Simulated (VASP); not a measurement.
# Si7RuO16 (a cell with a defect) in VASP: a series of runs

The runs below take Si7RuO16 (a cell with a defect) through single point, with PBE, LDA.

All numbers are computed with VASP 6.6.1; they aren't measurements. Logs are shortened: lines on timing, memory, paths and dates and some standing lists are left out, and cuts for length are marked.

### Step 1. The cell of the first run

The cell holds a defect, 24 atoms: a = 8.726 Å, b = 8.726 Å, c = 7.186 Å, α = 65.69°, β = 65.69°, γ = 48.63°.

### Step 2. Single point, PBE

INCAR reads:

```
SYSTEM = Si7RuO16
  PREC = Accurate
  ENCUT = 520
  EDIFF = 1E-6
  ISMEAR = -1
  SIGMA = 0.01
  LREAL = .False.
  LASPH = .True.
  NELM = 120
  ALGO = Normal
  ISIF = 2
  LWAVE = .False.
  LCHARG = .False.
  GGA = PE
  NBANDS = 87
  GGA_COMPAT = .False.
```

KPOINTS reads:

```
regular mesh
0
Gamma
  1 1 1
  0 0 0
```

POSCAR reads:

```
Si7RuO16
1.0
    0.0000000000      5.0813926894      7.0944098913
    5.0813926894      0.0000000000      7.0944098913
    5.0813926894      5.0813926894      0.0000000000
Si Ru O
7 1 16
Direct
    0.2602233443      0.2484334639      0.4497813558
    0.7482446402      0.7454309576      0.9496323049
    0.0567499483      0.6845955011      0.1462157479
    0.5863095420      0.1668555306      0.6192217842
    0.4101322126      0.8451445466      0.3575217665
    0.9438287880      0.3063617047      0.8780613139
   -0.0049393410      0.0026686208      0.3075158414
    0.4991758225      0.5120674693      0.7959610046
    0.1339962470      0.2110678888      0.6829253078
    0.5662904838      0.7528469304      0.1484810206
    0.4552320983      0.3358800048      0.7671675591
    0.9493318064      0.8641125043      0.2715817424
    0.4457175564      0.2423772060      0.4624003763
    0.9026800410      0.7527483405      1.0115068681
    0.2047610852      0.8550038790      0.4037593025
    0.7606725143      0.3006011434      0.8719840467
    0.0291696957      0.1502887847      0.0913674421
    0.5329826963      0.6884561704      0.5532461617
    0.3540679760      0.0704666772      0.3305858472
    0.8708368907      0.5357271151      0.8659637841
    0.2689158146      0.6634702281      0.9939922166
    0.7979416246      0.1467127175      0.4738767342
    0.1043553981      0.4714227654      0.3130339369
    0.6430270196      0.9413154512      0.7628173812
```

Potentials or basis: VASP PAW PBE potentials, release 64 (Si, Ru_pv, O).

The run is started by

```sh
$ cat potpaw_PBE.64/Si/POTCAR potpaw_PBE.64/Ru_pv/POTCAR potpaw_PBE.64/O/POTCAR > POTCAR
$ mpirun -np 1 vasp_gam > vasp.out
```

OUTCAR:

```text
SYSTEM = Si7RuO16
   PREC = Accurate
   ENCUT = 520
   EDIFF = 1E-6
   ISMEAR = -1
   LREAL = .False.
   LASPH = .True.
   NELM = 120
   ISIF = 2
   GGA = PE

 ion  position               nearest neighbor table
   1  0.260  0.248  0.450-  23 1.62   9 1.62  13 1.62  19 1.63   4 3.09   5 3.11   6 3.13   3 3.13

   2  0.748  0.745  0.950-  24 1.62  10 1.62  20 1.63  14 1.63   5 3.10   4 3.14
   3  0.057  0.685  0.146-  23 1.62  14 1.62  12 1.63  21 1.64   7 3.08   1 3.13
   4  0.586  0.167  0.619-  24 1.63  22 1.63  13 1.63  11 1.64   7 3.02   1 3.09   2 3.14   8 3.25

   5  0.410  0.845  0.358-  10 1.62  19 1.62  15 1.63  18 1.65   7 3.04   2 3.10   1 3.11   8 3.24

   6  0.944  0.306  0.878-   9 1.62  20 1.62  17 1.62  16 1.65   7 3.10   1 3.13   8 3.23
   7  0.995  0.003  0.308-  17 1.62  22 1.63  12 1.63  15 1.64   4 3.02   5 3.04   3 3.08   6 3.10

   8  0.499  0.512  0.796-  18 1.86  21 1.87  16 1.88  11 1.91   6 3.23   5 3.24   4 3.25
   9  0.134  0.211  0.683-   6 1.62   1 1.62
  10  0.566  0.753  0.148-   5 1.62   2 1.62
  11  0.455  0.336  0.767-   4 1.64   8 1.91
  12  0.949  0.864  0.272-   7 1.63   3 1.63
  13  0.446  0.242  0.462-   1 1.62   4 1.63
  14  0.903  0.753  0.012-   3 1.62   2 1.63
[... 8 lines left out ...]
  23  0.104  0.471  0.313-   3 1.62   1 1.62
  24  0.643  0.941  0.763-   2 1.62   4 1.63

  LATTYP: Found a body centered tetragonal cell.
 ALAT       =     7.1861744571
 C/A-ratio  =     1.9744608021

  Lattice vectors:

 A1 = (  -5.0813926894,   0.0000000000,   7.0944098913)
 A2 = (   5.0813926894,   0.0000000000,   7.0944098913)
 A3 = (   0.0000000000,   5.0813926894,  -7.0944098913)

Analysis of symmetry for initial positions (statically):
=====================================================================
 Subroutine PRICEL returns:
 Original cell was already a primitive cell.

 Routine SETGRP: Setting up the symmetry group for a
 body centered tetragonal supercell.

 Subroutine GETGRP returns: Found  1 space group operations
 (whereof  1 operations were pure point group operations)
 out of a pool of 16 trial point group operations.

The static configuration has the point symmetry C_1 .

Analysis of symmetry for dynamics (positions and initial velocities):
=====================================================================
 Subroutine PRICEL returns:
 Original cell was already a primitive cell.

 Routine SETGRP: Setting up the symmetry group for a
 body centered tetragonal supercell.

 Subroutine GETGRP returns: Found  1 space group operations
 (whereof  1 operations were pure point group operations)
 out of a pool of 16 trial point group operations.

The dynamic configuration has the point symmetry C_1 .

 Subroutine INISYM returns: Found  1 space group operations
 (whereof  1 operations are pure point group operations),
 and found     1 'primitive' translations

----------------------------------------------------------------------------------------

                                     Primitive cell

  volume of cell :     366.3632

  direct lattice vectors                    reciprocal lattice vectors
     0.000000000  5.081392689  7.094409891    -0.098398221  0.098398221  0.070478025
     5.081392689  0.000000000  7.094409891     0.098398221 -0.098398221  0.070478025
     5.081392689  5.081392689  0.000000000     0.098398221  0.098398221 -0.070478025

  length of vectors
     8.726465686  8.726465686  7.186174457     0.155985806  0.155985806  0.155985806

  position of ions in fractional coordinates (direct lattice)
     0.260223344  0.248433464  0.449781356
     0.748244640  0.745430958  0.949632305
     0.056749948  0.684595501  0.146215748
     0.586309542  0.166855531  0.619221784
     0.410132213  0.845144547  0.357521766
     0.943828788  0.306361705  0.878061314
[... 16 lines left out ...]
     0.104355398  0.471422765  0.313033937
     0.643027020  0.941315451  0.762817381

  ion indices of the primitive-cell ions
   primitive index   ion index
                 1           1
                 2           2
                 3           3
                 4           4
                 5           5
                 6           6
[... 16 lines left out ...]
                23          23
                24          24

----------------------------------------------------------------------------------------

 KPOINTS: regular mesh

Automatic generation of k-mesh.
 Grid dimensions read from file:
 generate k-points for:    1    1    1

 Generating k-lattice:

  Cartesian coordinates                     Fractional coordinates (reciprocal lattice)
    -0.098398221  0.098398221  0.070478025     1.000000000  0.000000000  0.000000000
     0.098398221 -0.098398221  0.070478025     0.000000000  1.000000000  0.000000000
     0.098398221  0.098398221 -0.070478025    -0.000000000 -0.000000000  1.000000000

  Length of vectors
     0.155985806  0.155985806  0.155985806

  Shift w.r.t. Gamma in fractional coordinates (k-lattice)
     0.000000000  0.000000000  0.000000000

 Subroutine IBZKPT returns following result:
 ===========================================

 Found      1 irreducible k-points:

 Following reciprocal coordinates:
            Coordinates               Weight
  0.000000  0.000000  0.000000      1.000000
   k-points           NKPTS =      1   k-points in BZ     NKDIM =      1   number of bands    NBANDS=     87
   number of dos      NEDOS =    301   number of ions     NIONS =     24
   total plane-waves  NPLWV = 264600
   dimension x,y,z NGX =    70 NGY =   70 NGZ =   54
   dimension x,y,z NGXF=   140 NGYF=  140 NGZF=  108
   ions per type =               7   1  16
   NGX,Y,Z   is equivalent  to a cutoff of  13.34, 13.34, 12.49 a.u.
   NGXF,Y,Z  is equivalent  to a cutoff of  26.67, 26.67, 24.98 a.u.
 SYSTEM =  Si7RuO16
   PREC   = accura    normal or accurate (medium, high low for compatibility)
   ISTART =      0    job   : 0-new  1-cont  2-samecut
   ICHARG =      2    charge: 1-file 2-atom 10-const
   ISPIN  =      1    spin polarized calculation?
   LNONCOLLINEAR =      F non collinear calculations
   LSORBIT =      F    spin-orbit coupling
   LASPH  =      T    aspherical Exc in radial PAW
   ENCUT  =  520.0 eV  38.22 Ry    6.18 a.u.  16.23 16.23 13.36*2*pi/ulx,y,z
   NELM   =    120;   NELMIN=  2; NELMDL= -5     # of ELM steps
   EDIFF  = 0.1E-05   stopping-criterion for ELM
   LREAL  =      F    real-space projection
   EDIFFG = 0.1E-04   stopping-criterion for IOM
   NSW    =      0    number of steps for IOM
   IBRION =     -1    ionic relax: 0-MD 1-quasi-New 2-CG
   NFREE  =      0    steps in history (QN), initial steepest desc. (CG)
   ISIF   =      2    stress and relaxation
   ISYM   =      2    0-nonsym 1-usesym 2-fastsym
   POTIM  = 0.5000    time-step for ionic-motion
   TEBEG  =    0.0;   TEEND  =   0.0 temperature during run
   PSTRESS=    0.0 pullay stress
   NELECT =     138.0000    total number of electrons
   NUPDOWN=      -1.0000    fix difference up-down
   EMIN   =  10.00;   EMAX   =-10.00  energy-range for DOS
   EFERMI =   0.00;   METHOD = LEGACY
   ISMEAR =    -1;   SIGMA  =   0.01  broadening in eV -4-tet -1-fermi 0-gaus
   EFERMI_NEDOS =   21; number of points for ismear=-14 and -15
   IALGO  =     38    algorithm
   IMIX   =      4    mixing-type and parameters
     AMIX     =   0.40;   BMIX     =  1.00
     AMIX_MAG =   1.60;   BMIX_MAG =  1.00
  volume/ion in A,a.u.               =      15.27       103.01
  Fermi-wavevector in a.u.,A,eV,Ry     =   1.182308  2.234238 19.018931  1.397852
  Thomas-Fermi vector in A             =   2.318565
   LORBIT       =      0    0 simple, 1 ext, 2 COOP (PROOUT), +10 PAW based schemes
   GGA     = PE    functional components
   LHFCALC =     F    Hartree Fock is set to
   AEXX    =    0.0000 exact exchange contribution
   IVDW    =     0    specifies the selected vdW correction
   LEPSILON=     F    determine dielectric tensor
   LRPA    =     F    only Hartree local field effects (RPA)
 non-spin polarized calculation
  energy-cutoff  :      520.00
  volume of cell :      366.36
 maximum number of plane-waves:      4932
 NGX is ok and might be reduce to    70
   NGX = 33   NGY = 33   NGZ = 27

 number of electron     137.9999999 magnetization

 Free energy of the ion-electron system (eV)
  ---------------------------------------------------
  ext. energy  EPLUGINS =         0.00000000
  ---------------------------------------------------
  free energy    TOTEN  =      -185.06905049 eV

  energy without entropy =     -185.06905049  energy(sigma->0) =     -185.06905049

 E-fermi :   2.3551     XC(G=0):  -8.3071

 val. band max:        2.0720953936   @ k =   0.0000   0.0000   0.0000
 cond. band min:       3.0187450973   @ k =   0.0000   0.0000   0.0000
 fundamental gap:      0.9466497037
 Fermi energy:         2.3550875410

 k-point     1 :       0.0000    0.0000    0.0000
  band No.  band energies     occupation
      1     -42.0139      2.00000
      2     -41.8915      2.00000
      3     -41.4699      2.00000
      4     -19.3696      2.00000
      5     -18.6163      2.00000
      6     -18.5898      2.00000
[... 73 lines left out ...]
     80       9.0619      0.00000
     81       9.1835      0.00000
 [bands above 81 left out]

------------------------ aborting loop because EDIFF is reached ----------------------------------------

  FORCE on cell =-STRESS in cart. coord.  units (eV):
  Direction    XX          YY          ZZ          XY          YZ          ZX
  --------------------------------------------------------------------------------------
  -------------------------------------------------------------------------------------
  Total        0.9121726      1.6851065      1.5335457     -1.0323665     -1.8572750     -1.9584427
  in kB        3.9891081      7.3692986      6.7064935     -4.5147394     -8.1222246     -8.5646510
  external PRESSURE =       6.0216334 kB  Pullay stress =       0.0000000 kB

 VOLUME and BASIS-vectors are now :
 -----------------------------------------------------------------------------
  energy-cutoff  :      520.00
  volume of cell :      366.36
      direct lattice vectors                 reciprocal lattice vectors
     0.000000000  5.081392689  7.094409891    -0.098398221  0.098398221  0.070478025
     5.081392689  0.000000000  7.094409891     0.098398221 -0.098398221  0.070478025
     5.081392689  5.081392689  0.000000000     0.098398221  0.098398221 -0.070478025

 POSITION                                       TOTAL-FORCE (eV/Angst)
 -----------------------------------------------------------------------------------
      3.54790      3.60781      3.60862        -0.004469     -0.026405      0.007737
      8.61328      8.62758     10.59675        -0.028357      0.012688     -0.001830
      4.22168      1.03135      5.25941         0.012414     -0.040392     -0.014444
      3.99437      6.12578      5.34326        -0.023776     -0.025594     -0.003424
      6.11122      3.90075      8.90545        -0.048540     -0.021348     -0.010389
      6.01852      9.25774      8.86936        -0.034067      0.041381      0.029999
[... 16 lines left out ...]
      3.98613      2.12092      4.08481        -0.002470      0.041847     -0.007974
      8.65937      7.14365     11.23997         0.002551     -0.002469     -0.005041
 -----------------------------------------------------------------------------------
    total drift:                                0.000464     -0.000035     -0.000088

  FREE ENERGIE OF THE ION-ELECTRON SYSTEM (eV)
  ---------------------------------------------------
  free  energy   TOTEN  =      -185.0690504874 eV

  energy  without entropy=     -185.0690504874  energy(sigma->0) =     -185.06905049
```

Run time: 79 s. Hardware: 1 thread of Intel Xeon Platinum 8488C (Sapphire Rapids), shared host; peak memory 0.52 GiB.

What came out:

```
Free energy   : -185.0691 eV
Pressure      : 0.6 GPa
Largest force : 0.061 eV/Å
```

Forces on the atoms (eV/Å):
```
Si  -0.004 -0.026  0.008
Si  -0.028  0.013 -0.002
Si   0.012 -0.040 -0.014
Si  -0.024 -0.026 -0.003
Si  -0.049 -0.021 -0.010
Si  -0.034  0.041  0.030
Si   0.010  0.018 -0.001
Ru   0.048  0.006 -0.014
O    0.028  0.010 -0.005
O    0.042  0.013  0.017
O    0.006 -0.022  0.008
O   -0.014 -0.014  0.011
O   -0.023  0.023 -0.010
O   -0.005  0.022 -0.012
O   -0.001 -0.005  0.016
O    0.001  0.001  0.002
O   -0.001 -0.014  0.011
O   -0.009  0.014 -0.017
O    0.038 -0.012  0.014
O    0.019 -0.016  0.006
O    0.002 -0.001  0.002
O   -0.014 -0.002 -0.022
O   -0.002  0.042 -0.008
O    0.003 -0.002 -0.005
```

Stress tensor (GPa, compression positive):
```
 0.40 -0.45 -0.86
-0.45  0.74 -0.81
-0.86 -0.81  0.67
```

Levels at points of the mesh, in eV from the Fermi level:
```csv
k point,band 65,band 66,band 67,band 68,band 69,band 70,band 71,band 72,band 73,band 74
"(0.00, 0.00, 0.00)",-2.82,-2.77,-2.57,-0.46,-0.28,0.66,0.83,1.28,2.97,6.16
```

Caveat: the k points lie up to 0.98 Å⁻¹ apart, too coarse for converged energies, forces and pressures.

### Step 3. Single point, PBE

INCAR reads:

```
  PREC = Accurate
  ENCUT = 520
  EDIFF = 1E-6
  ISMEAR = 0
  SIGMA = 0.01
  LREAL = False
  LASPH = True
  NELM = 120
  ALGO = Normal
  ISIF = 2
  LWAVE = False
  LCHARG = False
  GGA = PE
  NBANDS = 87
  GGA_COMPAT = False
```

KPOINTS reads:

```
Automatic mesh
0
Gamma
  1 1 1
  0.25 0.25 0.25
```

Edit POSCAR of step 2 so:

```diff
@@ -2,5 +2,5 @@
 1.0
-    0.0000000000      5.0813926894      7.0944098913
-    5.0813926894      0.0000000000      7.0944098913
-    5.0813926894      5.0813926894      0.0000000000
+    0.0000000000      5.0813926900      7.0944098900
+    5.0813926900      0.0000000000      7.0944098900
+    5.0813926900      5.0813926900      0.0000000000
 Si Ru O
```

Potentials or basis: VASP PAW PBE potentials, release 64 (Si, Ru_pv, O).

The run is started by

```sh
$ cat potpaw_PBE.64/Si/POTCAR potpaw_PBE.64/Ru_pv/POTCAR potpaw_PBE.64/O/POTCAR > POTCAR
$ mpirun -np 1 vasp_std > vasp.out
```

Run time: 3.7 min. Hardware: 1 thread of Intel Xeon Platinum 8488C (Sapphire Rapids), shared host; peak memory 0.63 GiB.

Results (log left out):

* Free energy: -185.1492 eV
* Pressure: 0.6 GPa
* Largest force: 0.040 eV/Å
* Band gap on the k mesh: 0.93 eV

Forces on the atoms (eV/Å):
```
Si  -0.009 -0.026  0.005
Si  -0.030 -0.001 -0.001
Si  -0.005 -0.019 -0.011
Si   0.006 -0.011 -0.013
Si  -0.028  0.005  0.001
Si  -0.013  0.020  0.032
Si   0.003  0.012  0.000
Ru   0.025 -0.026  0.000
O    0.004 -0.004  0.004
O    0.013  0.012  0.019
O    0.002 -0.017 -0.014
O   -0.003 -0.003  0.028
O   -0.008  0.002 -0.018
O   -0.004  0.006 -0.010
O    0.002 -0.003 -0.007
O    0.003  0.023 -0.002
O    0.003  0.007 -0.002
O   -0.007  0.006  0.011
O    0.022  0.006  0.000
O    0.000 -0.002 -0.003
O    0.027  0.002 -0.016
O   -0.014 -0.008 -0.004
O    0.001  0.029 -0.007
O    0.013 -0.011  0.009
```

Stress tensor (GPa, compression positive):
```
 0.41 -0.48 -0.87
-0.48  0.71 -0.79
-0.87 -0.79  0.63
```

Levels at points of the mesh, in eV from the valence-band top:
| k point | band 67 | band 68 | band 69 | band 70 | band 71 | band 72 |
| --- | --- | --- | --- | --- | --- | --- |
| (0.25, 0.25, 0.25) | -2.38 | -0.19 | -0.01 | 0.95 | 1.10 | 1.57 |

### Step 4. Single point, LDA

INCAR reads:

```
ALGO     = Normal         # electronic algorithm
EDIFF    = 1E-6           # SCF threshold, eV
ENCUT    = 520            # plane-wave cutoff, eV
GGA      = CA             # functional
GGA_COMPAT= F            
ISIF     = 2              # what is computed and relaxed
ISMEAR   = -1             # smearing method
LASPH    = T              # aspherical terms in the spheres
LCHARG   = F              # write CHGCAR
LREAL    = F              # projectors in reciprocal space
LWAVE    = F              # write WAVECAR
NBANDS   = 87             # bands
NELM     = 120            # most SCF steps
PREC     = Accurate       # precision mode
SIGMA    = 0.01           # smearing width, eV
```

KPOINTS is that of step 3.

Edit POSCAR of step 3 so:

```diff
@@ -2,5 +2,5 @@
 1.0
-    0.0000000000      5.0813926900      7.0944098900
-    5.0813926900      0.0000000000      7.0944098900
-    5.0813926900      5.0813926900      0.0000000000
+    0.0000000000      5.0813926894      7.0944098913
+    5.0813926894      0.0000000000      7.0944098913
+    5.0813926894      5.0813926894      0.0000000000
 Si Ru O
```

Potentials or basis: VASP PAW LDA potentials, release 64 (Si, Ru_pv, O).

The run is started by

```sh
$ cat potpaw_LDA.64/Si/POTCAR potpaw_LDA.64/Ru_pv/POTCAR potpaw_LDA.64/O/POTCAR > POTCAR
$ mpirun -np 1 vasp_std > vasp.out
```

It took 3.8 min on 1 thread of Intel Xeon Platinum 8488C (Sapphire Rapids), shared host; peak memory 0.47 GiB.

The run converged. Its results:

| Property | Result |
| --- | --- |
| Free energy | -202.6703 eV |
| Pressure | -5.1 GPa |
| Largest force | 0.507 eV/Å |
| Band gap on the k mesh | 0.77 eV |

Forces in eV/Å, atoms in the order of the input:
```
Si  -0.021 -0.035  0.011
Si  -0.042 -0.042 -0.019
Si   0.034 -0.033 -0.029
Si  -0.023 -0.015 -0.007
Si  -0.053 -0.024  0.004
Si  -0.048  0.050  0.043
Si   0.030  0.026  0.008
Ru  -0.008 -0.014  0.012
O    0.165 -0.172  0.173
O    0.187  0.076  0.289
O   -0.143  0.124  0.448
O   -0.209  0.096  0.302
O    0.111  0.173 -0.302
O   -0.002  0.136 -0.203
O   -0.013 -0.242  0.325
O    0.212 -0.318  0.249
O    0.008 -0.180 -0.272
O    0.085 -0.065 -0.495
O    0.179  0.196 -0.221
O    0.126  0.066 -0.186
O   -0.374 -0.040 -0.228
O   -0.258 -0.065 -0.338
O   -0.070  0.163  0.242
O    0.127  0.138  0.195
```

Stress tensor (GPa, compression positive):
```
-5.33 -0.45 -0.85
-0.45 -4.93 -0.77
-0.85 -0.77 -5.16
```

Levels at points of the mesh, in eV from the valence-band top:
```tsv
k point	band 67	band 68	band 69	band 70	band 71	band 72
(0.25, 0.25, 0.25)	-2.45	-0.18	-0.01	0.78	0.93	1.40
```

Caveat: semilocal functionals underestimate gaps, and a narrow one can read as zero.

### Step 5. Summary

```tsv
level	potentials or basis	k mesh	smearing	gap on the mesh (eV)	pressure (GPa)	largest force (eV/Å)
PBE	VASP PAW PBE potentials, release 64 (Si, Ru_pv, O)	1 × 1 × 1	fermi-dirac 0.01 eV	-	0.6	0.06
PBE	VASP PAW PBE potentials, release 64 (Si, Ru_pv, O)	1 × 1 × 1, shifted	gaussian 0.01 eV	0.93	0.6	0.04
LDA	VASP PAW LDA potentials, release 64 (Si, Ru_pv, O)	1 × 1 × 1, shifted	fermi-dirac 0.01 eV	0.77	-5.1	0.51
```

Alike in all rows: task single point; no spin polarisation; cell a = 8.726, b = 8.726, c = 7.186 Å, angles 65.7, 65.7, 48.6°, 24 atoms; cutoff (eV) 520.

Caveats: some runs use coarse meshes; semilocal functionals underestimate gaps, and a narrow one can read as zero (at least some runs).

Total energies depend on the potentials used, so only differences within one code and one set of settings carry meaning.
